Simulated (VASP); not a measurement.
CaO, 2 atoms in the cell. It takes space group Fm-3m (No. 225, cubic). Conventional cell: a = 4.506 Å, b = 4.506 Å, c = 4.506 Å, α = 90.00°, β = 90.00°, γ = 90.00°. Within 3.0 Å of Ca (site symmetry m-3m) lie 6 O at 2.25 Å. Within 3.0 Å of O (site symmetry m-3m) lie 6 Ca at 2.25 Å.  This cell differs from its parent crystal: strain -0.080 along x and y, -0.080 along z.

```yaml
Program: VASP 6.6.1
Task: single point
Functional: r2SCAN
Potentials_or_basis: VASP PAW PBE potentials, release 64 (Ca_sv, O_h)
Cutoff: 910 eV
k_mesh: 8 × 8 × 8
Occupations: gaussian, width 0.05 eV
Spin: no spin polarisation
Dipole_correction: no
Further_INCAR_settings: ALGO = Normal; EDIFF = 1e-06; NBANDS = 15
```

Potentials or basis: VASP PAW PBE potentials, release 64 (Ca_sv, O_h).

Launch:

```sh
$ cat potpaw_PBE.64/Ca_sv/POTCAR potpaw_PBE.64/O_h/POTCAR > POTCAR
$ cp INCAR.step1 INCAR
$ mpirun -np 1 vasp_std > vasp.out
$ cp INCAR.step2 INCAR
$ mpirun -np 1 vasp_std > vasp.out
```

Hardware: 1 thread of Intel(R) Xeon(R) Platinum 8488C (Sapphire Rapids) (shared host).

Problem. How long does it take, and how much memory?

Solution. Wall time 60 s on 1 thread of Intel(R) Xeon(R) Platinum 8488C (Sapphire Rapids), with other jobs on the host, peak memory 0.2 GiB. Counts: k points 29.
